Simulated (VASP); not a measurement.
# KF: single point with PBE

Crystal: KF.

```
CELL_PARAMETERS angstrom
0.07192 2.67770 2.67770
2.67770 0.07192 2.67770
2.67770 2.67770 0.07192
ATOMIC_POSITIONS crystal
K 0.00000 0.00000 0.00000
F 0.50000 0.50000 0.50000
```

This cell differs from its parent crystal: epitaxial 111 strain -2.0%.

```json
{
 "Program": "VASP 6.6.1",
 "Task": "single point",
 "Functional": "PBE",
 "Potentials or basis": "VASP PAW PBE potentials, release 64 (K_sv, F)",
 "Cutoff": "520 eV",
 "k mesh": "8 × 8 × 8",
 "Occupations": "fermi-dirac, width 0.02 eV",
 "Spin": "no spin polarisation"
}
```

```json
{
 "Pressure": "2.7 GPa",
 "Band gap on the k mesh": "6.33 eV"
}
```

Stress tensor (GPa, compression positive):
```
 2.75 -0.37 -0.37
-0.37  2.75 -0.37
-0.37 -0.37  2.75
```

Levels at points of the mesh, in eV from the valence-band top:
| k point | band 5 | band 6 | band 7 | band 8 | band 9 | band 10 | band 11 | band 12 |
| --- | --- | --- | --- | --- | --- | --- | --- | --- |
| (0.00, 0.00, 0.00) | -9.29 | -0.04 | 0.00 | 0.00 | 6.33 | 10.49 | 10.88 | 10.88 |
| (0.50, 0.00, 0.00) | -9.33 | -0.85 | -0.44 | -0.37 | 9.22 | 10.89 | 12.05 | 12.42 |
| (0.50, 0.50, 0.00) | -9.51 | -0.21 | -0.08 | -0.05 | 8.21 | 10.47 | 12.08 | 13.75 |
| (0.50, 0.50, 0.50) | -9.31 | -0.85 | -0.34 | -0.34 | 9.09 | 10.73 | 12.16 | 12.16 |

It took 54 s on 1 thread of AMD EPYC 7R13, on a shared host, peak memory 0.15 GiB.

Caveat: the cell differs from its parent crystal (epitaxial 111 strain -2.0%). A k mesh can miss the band edges.
